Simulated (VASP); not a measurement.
# Mo in VASP: further runs

Mo is run at these levels: PBE0, HSE06, r2SCAN+U, PBEsol; tasks: single point.

Everything below comes from runs of VASP 6.6.1. Logs are shortened: lines on timing, memory, paths and dates and some standing lists are left out, and cuts for length are marked.

## (1) The cell of the first run

It takes space group Im-3m (No. 229, cubic). Conventional cell: a = 3.209 Å, b = 3.209 Å, c = 3.209 Å, α = 90.00°, β = 90.00°, γ = 90.00°. Mo (site symmetry m-3m) has 14 Mo at 2.78 to 3.21 Å within 3.7 Å.

## (2) Single point, PBE0

File POSCAR:

```
Mo
1.0
   -1.6046509537      1.6046509537      1.6046509537
    1.6046509537     -1.6046509537      1.6046509537
    1.6046509537      1.6046509537     -1.6046509537
Mo
1
Direct
    0.0000000000      0.0000000000      0.0000000000
```

File INCAR.step1:

```
ALGO = Normal ; EDIFF = 1E-5
ENCUT = 520 ; GGA = PE
ISIF = 2 ; ISMEAR = -1
LASPH = T ; LCHARG = F
LREAL = F ; LWAVE = T
NBANDS = 13 ; NELM = 80
PREC = Accurate ; SIGMA = 0.05
```

File INCAR.step2:

```
AEXX = 0.25 ; ALGO = Normal
EDIFF = 1E-6 ; ENCUT = 520
GGA = PE ; ISIF = 2
ISMEAR = -1 ; ISTART = 1
LASPH = T ; LCHARG = F
LHFCALC = T ; LREAL = F
LWAVE = F ; NBANDS = 13
NELM = 80 ; PREC = Accurate
PRECFOCK = Normal ; SIGMA = 0.05
```

File KPOINTS:

```
k-points
0
Gamma
  8 8 8
```

Potentials or basis: VASP PAW PBE potentials, release 64 (Mo_sv).

The run is started by

```sh
> cat potpaw_PBE.64/Mo_sv/POTCAR > POTCAR
> cp INCAR.step1 INCAR
> mpirun -np 1 vasp_std > vasp.out
> cp INCAR.step2 INCAR
> mpirun -np 1 vasp_std > vasp.out
```

OUTCAR:

```text
AEXX = 0.25
   EDIFF = 1E-6
   ENCUT = 520
   GGA = PE
   ISIF = 2
   ISMEAR = -1
   ISTART = 1
   LASPH = T
   LHFCALC = T
   LREAL = F
   NELM = 80
   PREC = Accurate
   PRECFOCK = Normal

 ion  position               nearest neighbor table
   1  0.000  0.000  0.000-

  LATTYP: Found a body centered cubic cell.
 ALAT       =     3.2093019074

  Lattice vectors:

 A1 = (  -1.6046509537,   1.6046509537,   1.6046509537)
 A2 = (   1.6046509537,  -1.6046509537,   1.6046509537)
 A3 = (   1.6046509537,   1.6046509537,  -1.6046509537)

Analysis of symmetry for initial positions (statically):
=====================================================================
 Subroutine PRICEL returns:
 Original cell was already a primitive cell.

 Routine SETGRP: Setting up the symmetry group for a
 body centered cubic supercell.

 Subroutine GETGRP returns: Found 48 space group operations
 (whereof 48 operations were pure point group operations)
 out of a pool of 48 trial point group operations.

The static configuration has the point symmetry O_h .

Analysis of symmetry for dynamics (positions and initial velocities):
=====================================================================
 Subroutine PRICEL returns:
 Original cell was already a primitive cell.

 Routine SETGRP: Setting up the symmetry group for a
 body centered cubic supercell.

 Subroutine GETGRP returns: Found 48 space group operations
 (whereof 48 operations were pure point group operations)
 out of a pool of 48 trial point group operations.

The dynamic configuration has the point symmetry O_h .

 Subroutine INISYM returns: Found 48 space group operations
 (whereof 48 operations are pure point group operations),
 and found     1 'primitive' translations

----------------------------------------------------------------------------------------

                                     Primitive cell

  volume of cell :      16.5273

  direct lattice vectors                    reciprocal lattice vectors
    -1.604650954  1.604650954  1.604650954     0.000000000  0.311594244  0.311594244
     1.604650954 -1.604650954  1.604650954     0.311594244  0.000000000  0.311594244
     1.604650954  1.604650954 -1.604650954     0.311594244  0.311594244  0.000000000

  length of vectors
     2.779336980  2.779336980  2.779336980     0.440660805  0.440660805  0.440660805

  position of ions in fractional coordinates (direct lattice)
     0.000000000  0.000000000  0.000000000
[... 92 lines left out ...]
   EFERMI_NEDOS =   21; number of points for ismear=-14 and -15
   IALGO  =     38    algorithm
   IMIX   =      1    mixing-type and parameters
     AMIX     =   0.40;   BMIX     =  1.00
     AMIX_MAG =   1.60;   BMIX_MAG =  1.00
  volume/ion in A,a.u.               =      16.53       111.53
  Fermi-wavevector in a.u.,A,eV,Ry     =   1.548996  2.927178 32.645660  2.399388
  Thomas-Fermi vector in A             =   2.653866
   LORBIT       =      0    0 simple, 1 ext, 2 COOP (PROOUT), +10 PAW based schemes
   GGA     = PE    functional components
   LHFCALC =     T    Hartree Fock is set to
   PRECFOCK=normal    Normal, Fast or Accurate (Low or Medium for compatibility)
   ENCUT4O =  -1.0   cutoff for four orbital integrals eV
   NKREDX  =     1    reduce k-point grid by
   NKREDY  =     1    reduce k-point grid by
   NKREDZ  =     1    reduce k-point grid by
   AEXX    =    0.2500 exact exchange contribution
   HFSCREEN=    0.0000 screening length (either q_TF or 0.3 A-1)
   HFSCREENC=   0.0000 screening length for correlation (either q_TF or 0.3 A-1)
   ENCUTFOCK=  -1.0 apply spherical cutoff to Coloumb kernel
   IVDW    =     0    specifies the selected vdW correction
   LEPSILON=     F    determine dielectric tensor
   LRPA    =     F    only Hartree local field effects (RPA)
 non-spin polarized calculation
  energy-cutoff  :      520.00
  volume of cell :       16.53
 maximum number of plane-waves:       466
 NGX is ok and might be reduce to    24
  NGX = 16; NGY = 16; NGZ = 16

 number of electron      13.9999999 magnetization

 Free energy of the ion-electron system (eV)
  ---------------------------------------------------
  ext. energy  EPLUGINS =         0.00000000
  ---------------------------------------------------
  free energy    TOTEN  =       -14.01309170 eV

  energy without entropy =      -14.01309049  energy(sigma->0) =      -14.01309109

 E-fermi :  11.4536     XC(G=0): -10.2766

 val. band max:       10.9079720612   @ k =   0.3750   0.0000   0.0000
 cond. band min:      12.0373640031   @ k =  -0.2500   0.2500   0.1250
 fundamental gap:      1.1293919419
 Fermi energy:        11.4536032716

 k-point     1 :       0.0000    0.0000    0.0000
  band No.  band energies     occupation
      1     -54.3728      2.00000
      2     -26.2101      2.00000
      3     -26.2101      2.00000
      4     -26.2101      2.00000
      5       2.9713      2.00000
      6       9.6442      2.00000
      7       9.6442      2.00000
      8       9.6442      2.00000
      9      14.3553      0.00000
     10      14.3553      0.00000
     11      27.6160      0.00000
     12      27.6160      0.00000
     13      27.6160      0.00000
[... 354 lines left out ...]
  band No.  band energies     occupation
      1     -54.0779      2.00000
      2     -27.2012      2.00000
      3     -26.8139      2.00000
      4     -26.6904      2.00000
      5       7.0114      2.00000
      6       7.6581      2.00000
      7      10.5684      2.00000
      8      12.1565      0.00000
      9      15.0117      0.00000
     10      17.2612      0.00000
     11      26.1411      0.00000
     12      28.1517      0.00000
     13      29.4367      0.00000

 [... further k-points ...]

------------------------ aborting loop because EDIFF is reached ----------------------------------------

  FORCE on cell =-STRESS in cart. coord.  units (eV):
  Direction    XX          YY          ZZ          XY          YZ          ZX
  --------------------------------------------------------------------------------------
  -------------------------------------------------------------------------------------
  Total       -1.6268172     -1.6268172     -1.6268172     -0.0000000     -0.0000000      0.0000000
  in kB     -157.7057834   -157.7057834   -157.7057834     -0.0000000     -0.0000000      0.0000000
  external PRESSURE =    -157.7057834 kB  Pullay stress =       0.0000000 kB

 VOLUME and BASIS-vectors are now :
 -----------------------------------------------------------------------------
  energy-cutoff  :      520.00
  volume of cell :       16.53
      direct lattice vectors                 reciprocal lattice vectors
    -1.604650954  1.604650954  1.604650954     0.000000000  0.311594244  0.311594244
     1.604650954 -1.604650954  1.604650954     0.311594244  0.000000000  0.311594244
     1.604650954  1.604650954 -1.604650954     0.311594244  0.311594244  0.000000000

 POSITION                                       TOTAL-FORCE (eV/Angst)
 -----------------------------------------------------------------------------------
      0.00000      0.00000      0.00000         0.000000      0.000000      0.000000
 -----------------------------------------------------------------------------------
    total drift:                                0.000000      0.000000      0.000000

  FREE ENERGIE OF THE ION-ELECTRON SYSTEM (eV)
  ---------------------------------------------------
  free  energy   TOTEN  =       -14.0130916956 eV

  energy  without entropy=      -14.0130904878  energy(sigma->0) =      -14.01309109
```

OSZICAR.step1:

```text
N       E                     dE             d eps       ncg     rms          rms(c)
DAV:   1     0.934329263768E+02    0.93433E+02   -0.79420E+03   762   0.110E+03
DAV:   2    -0.104343446510E+02   -0.10387E+03   -0.10047E+03   869   0.309E+02
DAV:   3    -0.116173817151E+02   -0.11830E+01   -0.11805E+01   824   0.329E+01
DAV:   4    -0.116199234724E+02   -0.25418E-02   -0.25417E-02   839   0.190E+00
DAV:   5    -0.116199414524E+02   -0.17980E-04   -0.17981E-04   854   0.139E-01    0.130E+01
DAV:   6    -0.109828078803E+02    0.63713E+00   -0.80786E-01   774   0.109E+01    0.320E+00
DAV:   7    -0.108993839380E+02    0.83424E-01   -0.15436E-01   819   0.452E+00    0.111E+00
DAV:   8    -0.108959950676E+02    0.33889E-02   -0.52097E-03   774   0.923E-01    0.220E-01
DAV:   9    -0.108959399306E+02    0.55137E-04   -0.30363E-04   844   0.216E-01    0.630E-02
DAV:  10    -0.108959523864E+02   -0.12456E-04   -0.21700E-05   799   0.546E-02    0.430E-03
DAV:  11    -0.108959526959E+02   -0.30942E-06   -0.17327E-07   412   0.473E-03
   1 F= -.10895953E+02 E0= -.10892610E+02  d E =-.668593E-02
```

Wall time 38 min (1 thread of Intel Xeon Platinum 8259CL at 2.50GHz (Skylake/Cascade Lake), shared host); peak memory 0.16 GiB.

Results:

| Property | Result |
| --- | --- |
| Free energy | -14.0131 eV |
| Pressure | -15.8 GPa |
| Band gap on the k mesh | zero (bands 7 and 8 overlap by 6.54 eV) |

Caveat: the cell stands under tension; the PAW data sets were made with another functional, which shifts forces and pressure a little.

## (3) Single point, HSE06 (19.86 Å³/atom)

This run uses another cell than the first one, of 19.86 Å³/atom.

File POSCAR:

```
Mo
1.0
   -1.7061064950      1.7061064950      1.7061064950
    1.7061064950     -1.7061064950      1.7061064950
    1.7061064950      1.7061064950     -1.7061064950
Mo
1
Direct
    0.0000000000      0.0000000000      0.0000000000
```

File INCAR.step1:

```
PREC = Accurate
ENCUT = 400
EDIFF = 1E-5
ISMEAR = -1
SIGMA = 0.15
LREAL = False
LASPH = True
NELM = 120
ALGO = Normal
ISIF = 2
LWAVE = True
GGA = PE
NBANDS = 13
GGA_COMPAT = False
```

File INCAR.step2:

```
PREC = Accurate
ENCUT = 400
EDIFF = 1E-6
ISMEAR = -1
SIGMA = 0.15
LREAL = False
LASPH = True
NELM = 120
ALGO = Normal
ISIF = 2
LWAVE = False
LCHARG = True
GGA = PE
LHFCALC = True
HFSCREEN = 0.2079
PRECFOCK = Normal
LELF = True
LVHAR = True
ISTART = 1
NBANDS = 13
GGA_COMPAT = False
```

File KPOINTS:

```
regular mesh
0
Gamma
  7 7 7
```

Potentials or basis: VASP PAW PBE potentials, release 64 (Mo_sv).

The run is started by

```sh
> cat potpaw_PBE.64/Mo_sv/POTCAR > POTCAR
> cp INCAR.step1 INCAR
> mpirun -np 1 vasp_std > vasp.out
> cp INCAR.step2 INCAR
> mpirun -np 1 vasp_std > vasp.out
```

OUTCAR:

```text
PREC = Accurate
   ENCUT = 400
   EDIFF = 1E-6
   ISMEAR = -1
   LREAL = False
   LASPH = True
   NELM = 120
   ISIF = 2
   GGA = PE
   LHFCALC = True
   HFSCREEN = 0.2079
   PRECFOCK = Normal
   ISTART = 1

 ion  position               nearest neighbor table
   1  0.000  0.000  0.000-

  LATTYP: Found a body centered cubic cell.
 ALAT       =     3.4122129900

  Lattice vectors:

 A1 = (  -1.7061064950,   1.7061064950,   1.7061064950)
 A2 = (   1.7061064950,  -1.7061064950,   1.7061064950)
 A3 = (   1.7061064950,   1.7061064950,  -1.7061064950)

Analysis of symmetry for initial positions (statically):
=====================================================================
 Subroutine PRICEL returns:
 Original cell was already a primitive cell.

 Routine SETGRP: Setting up the symmetry group for a
 body centered cubic supercell.

 Subroutine GETGRP returns: Found 48 space group operations
 (whereof 48 operations were pure point group operations)
 out of a pool of 48 trial point group operations.

The static configuration has the point symmetry O_h .

Analysis of symmetry for dynamics (positions and initial velocities):
=====================================================================
 Subroutine PRICEL returns:
 Original cell was already a primitive cell.

 Routine SETGRP: Setting up the symmetry group for a
 body centered cubic supercell.

 Subroutine GETGRP returns: Found 48 space group operations
 (whereof 48 operations were pure point group operations)
 out of a pool of 48 trial point group operations.

The dynamic configuration has the point symmetry O_h .

 Subroutine INISYM returns: Found 48 space group operations
 (whereof 48 operations are pure point group operations),
 and found     1 'primitive' translations

----------------------------------------------------------------------------------------

[... 117 lines left out ...]
   AEXX    =    0.2500 exact exchange contribution
   HFSCREEN=    0.2079 screening length (either q_TF or 0.3 A-1)
   HFSCREENC=   0.2079 screening length for correlation (either q_TF or 0.3 A-1)
   ENCUTFOCK=  -1.0 apply spherical cutoff to Coloumb kernel
   IVDW    =     0    specifies the selected vdW correction
   LEPSILON=     F    determine dielectric tensor
   LRPA    =     F    only Hartree local field effects (RPA)
 non-spin polarized calculation
  energy-cutoff  :      400.00
  volume of cell :       19.86
 maximum number of plane-waves:       370
  NGX = 16; NGY = 16; NGZ = 16

 number of electron      13.9999998 magnetization

 Free energy of the ion-electron system (eV)
  ---------------------------------------------------
  ext. energy  EPLUGINS =         0.00000000
  ---------------------------------------------------
  free energy    TOTEN  =       -12.15358495 eV

  energy without entropy =      -12.10250098  energy(sigma->0) =      -12.12804297

 E-fermi :   9.0089     XC(G=0):  -9.9159

 val. band max:        8.9940258348   @ k =  -0.4286  -0.4286   0.2857
 cond. band min:       9.2035807011   @ k =  -0.2857   0.2857   0.1429
 fundamental gap:      0.2095548663
 Fermi energy:         9.0089129991

 k-point     1 :       0.0000    0.0000    0.0000
  band No.  band energies     occupation
      1     -56.5750      2.00000
      2     -28.7123      2.00000
      3     -28.7123      2.00000
      4     -28.7123      2.00000
      5       1.6227      2.00000
      6       7.6744      1.99973
      7       7.6744      1.99973
      8       7.6744      1.99973
      9      11.0048      0.00000
     10      11.0048      0.00000
     11      24.1729      0.00000
     12      24.1729      0.00000
     13      24.1729      0.00000
[... 290 lines left out ...]
  band No.  band energies     occupation
      1     -56.3813      2.00000
      2     -29.2348      2.00000
      3     -29.2081      2.00000
      4     -29.2081      2.00000
      5       4.8723      2.00000
      6       4.9062      2.00000
      7      11.3515      0.00000
      8      11.3515      0.00000
      9      11.9165      0.00000
     10      15.8883      0.00000
     11      18.2870      0.00000
     12      18.2870      0.00000
     13      25.6593      0.00000

------------------------ aborting loop because EDIFF is reached ----------------------------------------

  FORCE on cell =-STRESS in cart. coord.  units (eV):
  Direction    XX          YY          ZZ          XY          YZ          ZX
  --------------------------------------------------------------------------------------
  -------------------------------------------------------------------------------------
  Total       -5.2688323     -5.2688323     -5.2688323      0.0000000     -0.0000000      0.0000000
  in kB     -424.9585402   -424.9585402   -424.9585402      0.0000000     -0.0000000      0.0000000
  external PRESSURE =    -424.9585402 kB  Pullay stress =       0.0000000 kB

 VOLUME and BASIS-vectors are now :
 -----------------------------------------------------------------------------
  energy-cutoff  :      400.00
  volume of cell :       19.86
      direct lattice vectors                 reciprocal lattice vectors
    -1.706106495  1.706106495  1.706106495     0.000000000  0.293064941  0.293064941
     1.706106495 -1.706106495  1.706106495     0.293064941  0.000000000  0.293064941
     1.706106495  1.706106495 -1.706106495     0.293064941  0.293064941  0.000000000

 POSITION                                       TOTAL-FORCE (eV/Angst)
 -----------------------------------------------------------------------------------
      0.00000      0.00000      0.00000         0.000000     -0.000000      0.000000
 -----------------------------------------------------------------------------------
    total drift:                               -0.000000      0.000000     -0.000000

  FREE ENERGIE OF THE ION-ELECTRON SYSTEM (eV)
  ---------------------------------------------------
  free  energy   TOTEN  =       -12.1535849533 eV

  energy  without entropy=      -12.1025009792  energy(sigma->0) =      -12.12804297
```

Run time: 23 min. Hardware: 1 thread of Intel Xeon Platinum 8259CL at 2.50GHz (Skylake/Cascade Lake), shared host; peak memory 0.23 GiB.

What came out:

```yaml
Free_energy: -12.1536 eV
Pressure: -42.5 GPa
Band_gap_on_the_k_mesh: zero (bands 7 and 8 overlap by 3.68 eV)
```

Levels at points of the mesh, in eV from the Fermi level:
| k point | band 3 | band 4 | band 5 | band 6 | band 7 | band 8 | band 9 | band 10 | band 11 | band 12 |
| --- | --- | --- | --- | --- | --- | --- | --- | --- | --- | --- |
| (0.00, 0.00, 0.00) | -37.72 | -37.72 | -7.39 | -1.33 | -1.33 | -1.33 | 2.00 | 2.00 | 15.16 | 15.16 |

Caveat: the k points lie up to 0.37 Å⁻¹ apart, too coarse for converged energies and pressures of a metal; the PAW data sets were made with another functional, which shifts forces and pressure a little.

## (4) Single point, r2SCAN+U (17.16 Å³/atom)

This run uses another cell than the first one, of 17.16 Å³/atom.

File POSCAR:

```
Mo
1.0
   -1.6249651476      1.6249651476      1.6249651476
    1.6249651476     -1.6249651476      1.6249651476
    1.6249651476      1.6249651476     -1.6249651476
Mo
1
Direct
    0.0000000000      0.0000000000      0.0000000000
```

File INCAR.step1:

```
SYSTEM = Mo
PREC = Accurate
ENCUT = 520
ISMEAR = 1
SIGMA = 0.1
LREAL = .FALSE.
LASPH = .TRUE.
NELM = 150
LMAXMIX = 4
LDAU = .TRUE.
LDAUTYPE = 2
LDAUL = 2
LDAUU = 5
LDAUJ = 0
NBANDS = 13
GGA = PE
ALGO = Normal
EDIFF = 1E-4
LWAVE = .TRUE.
LCHARG = .FALSE.
```

File INCAR.step2:

```
SYSTEM = Mo
PREC = Accurate
ENCUT = 520
EDIFF = 1E-6
ISMEAR = 1
SIGMA = 0.1
LREAL = .FALSE.
LASPH = .TRUE.
NELM = 150
ALGO = Normal
ISIF = 2
LWAVE = .FALSE.
LCHARG = .FALSE.
LMAXMIX = 4
LDAU = .TRUE.
LDAUTYPE = 2
LDAUL = 2
LDAUU = 5
LDAUJ = 0
LDAUPRINT = 1
METAGGA = R2SCAN
LMIXTAU = .TRUE.
NBANDS = 13
ISTART = 1
```

File KPOINTS:

```
Automatic mesh
0
G
  12 12 12
  0 0 0
```

The run is started by

```sh
> cat potpaw_PBE.64/Mo_sv/POTCAR > POTCAR
> cp INCAR.step1 INCAR
> mpirun -np 1 vasp_std > vasp.out
> cp INCAR.step2 INCAR
> mpirun -np 1 vasp_std > vasp.out
```

Wall time 51 s (1 thread of Intel Xeon Platinum 8488C (Sapphire Rapids), shared host); peak memory 0.15 GiB.

Results (log left out):

```
Free energy            : -20.3969 eV
Pressure               : -9.5 GPa
Band gap on the k mesh : zero (bands 7 and 8 overlap by 4.88 eV)
```

Levels at points of the mesh, in eV from the Fermi level:
| k point | band 4 | band 5 | band 6 | band 7 | band 8 | band 9 | band 10 | band 11 |
| --- | --- | --- | --- | --- | --- | --- | --- | --- |
| (0.00, 0.00, 0.00) | -36.24 | -7.59 | -1.44 | -1.44 | -1.44 | 2.79 | 2.79 | 15.10 |
| (0.50, 0.00, 0.00) | -36.24 | -4.98 | -3.33 | 0.99 | 2.38 | 3.40 | 4.11 | 10.72 |
| (0.50, 0.50, 0.50) | -37.02 | -4.12 | -4.12 | 3.44 | 3.44 | 3.44 | 8.47 | 8.47 |

Eigenvalues of the final occupation matrices:
```
    site  spin  trace               eigenvalues
site 1 d     1   1.84  0.22 0.22 0.47 0.47 0.47
site 1 d     2   1.84  0.22 0.22 0.47 0.47 0.47
```

Caveat: the cell stands under tension; the PAW data sets were made with another functional, which shifts forces and pressure a little; U without spin polarisation on a metal has little footing; the U is typed as a test and isn't derived for this compound.

(Continued in part 2 of 2.)

The gap in the log of VASP goes by the Fermi energy; the results here count the filled bands.